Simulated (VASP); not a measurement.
Write the native input for VASP 6.6.1 that does the following.

- Task: single point
- Functional: PBEsol
- Potentials or basis: VASP PAW PBE potentials, release 64 (W_sv, S)
- Cutoff: 520 eV
- k mesh: 12 × 12 × 12
- Occupations: tetrahedron
- Spin: no spin polarisation
- Dipole correction: no
- Further INCAR settings: ALGO = Normal; EDIFF = 1e-06; NBANDS = 20

The structure of WS2 lies in POSCAR:

```
WS2
1.0
    1.5738034025      0.9086358181      6.3704647098
   -1.5738034025      0.9086358181      6.3704647098
    0.0000000000     -1.8172716362      6.3704647098
W S
1 2
Direct
    1.0117440525      0.9954786704      0.9775364355
    0.7417552487      0.7498879398      0.7588590572
    0.5778006988      0.5859333899      0.5949045073
```

These files were run (other wordings do the same):

INCAR

```
PREC     = Accurate       # precision mode
ENCUT    = 520            # plane-wave cutoff, eV
EDIFF    = 1E-6           # SCF threshold, eV
ISMEAR   = -5             # smearing method
SIGMA    = 0.05           # smearing width, eV
LREAL    = F              # projectors in reciprocal space
LASPH    = T              # aspherical terms in the spheres
NELM     = 80             # most SCF steps
ALGO     = Normal         # electronic algorithm
ISIF     = 2              # what is computed and relaxed
LWAVE    = F              # write WAVECAR
LCHARG   = F              # write CHGCAR
GGA      = PS             # functional
NBANDS   = 20             # bands
```

KPOINTS

```
regular mesh
0
Gamma
  12 12 12
```

Potentials or basis: VASP PAW PBE potentials, release 64 (W_sv, S).

Run with:

```sh
$ cat potpaw_PBE.64/W_sv/POTCAR potpaw_PBE.64/S/POTCAR > POTCAR
$ mpirun -np 1 vasp_std > vasp.out
```

It gave:

| Item | Value |
| --- | --- |
| Pressure | 2.1 GPa |
| Largest force | 4.559 eV/Å |
| Band gap on the k mesh | 0.79 eV (least direct gap 1.74 eV) |

Caveat: the PAW data sets were made with another functional, which shifts forces and pressure a little; spin-orbit coupling is left out, which moves the levels of the heavy elements.

Wall time 23 min on 1 thread of Intel(R) Xeon(R) 6975P-C (Granite Rapids), with other jobs on the host, peak memory 1 GiB.
